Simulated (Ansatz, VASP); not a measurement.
GaN in VASP and in Ansatz

```xyz
2
Lattice="0.0562 2.1647 2.1647 2.1647 0.0562 2.1647 2.1647 2.1647 0.0562" Properties=species:S:1:pos:R:3 pbc="T T T"
Ga    0.0000    0.0000    0.0000
N     2.1929    2.1929    2.1929
```

Change from the starting cell: shear_111 strain +4.0%.

Alike in both runs: task single point; functional r2SCAN; k mesh 10 × 10 × 10; no spin polarisation.

|  | VASP | Ansatz |
| --- | --- | --- |
| version | VASP 6.6.1 | Ansatz 0.2.0 |
| potentials or method | VASP PAW PBE potentials, release 64 (Ga_d, N) | plane waves, PAW |
| plane-wave cutoff (eV) | 520 | 500 |
| occupations | gaussian, width 0.01 eV | fixed |
| valence electrons in the cell | 18 | 18 |

|  | VASP | Ansatz | Ansatz less VASP |
| --- | --- | --- | --- |
| gap on the k mesh at the Fermi level (eV) | 0.77 | 0.79 | +0.018 |
| pressure (GPa) | -7.6 | -8.7 | -1.06 |
| traceless stress, the component that is largest in VASP (GPa) | -6.07 | -6.06 | +0.017 |

VASP's potentials were made for PBE, not for r2SCAN.
